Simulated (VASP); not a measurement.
Here is a VASP 6.6.1 calculation.

File INCAR:

```
PREC = Accurate
ENCUT = 520
EDIFF = 1E-6
ISMEAR = 0
SIGMA = 0.05
LREAL = False
LASPH = True
NELM = 80
ALGO = Normal
ISIF = 2
LWAVE = False
LCHARG = False
GGA = PE
NBANDS = 16
```

Contents of KPOINTS:

```
Automatic mesh
0
Gamma
  10 10 10
```

File POSCAR:

```
Si
1.0
   -3.6466857064      3.6466857064      1.9304179815
    3.6466857064     -3.6466857064      1.9304179815
    3.2953994686      3.2953994686     -1.9304179815
Si
4
Direct
    0.1786105079      0.1786105079      0.3572210158
    0.8213894921      0.8213894921      0.6427789842
    0.1786105079      0.8213894921      0.0000000000
    0.8213894921      0.1786105079      0.0000000000
```

Potentials or basis: VASP PAW PBE potentials, release 64 (Si).

Command:

```bash
$ cat potpaw_PBE.64/Si/POTCAR > POTCAR
$ mpirun -np 1 vasp_std > vasp.out
```

(1) What does it give for the pressure?

(2) Estimate the band gap on the k mesh.

(3) What does it give for the largest force?

Results:

(1) -5.0 GPa.

(2) zero (band 8 reaches 5.10 eV, above the bottom of band 9 at 4.84 eV).

(3) 0.643 eV/Å.
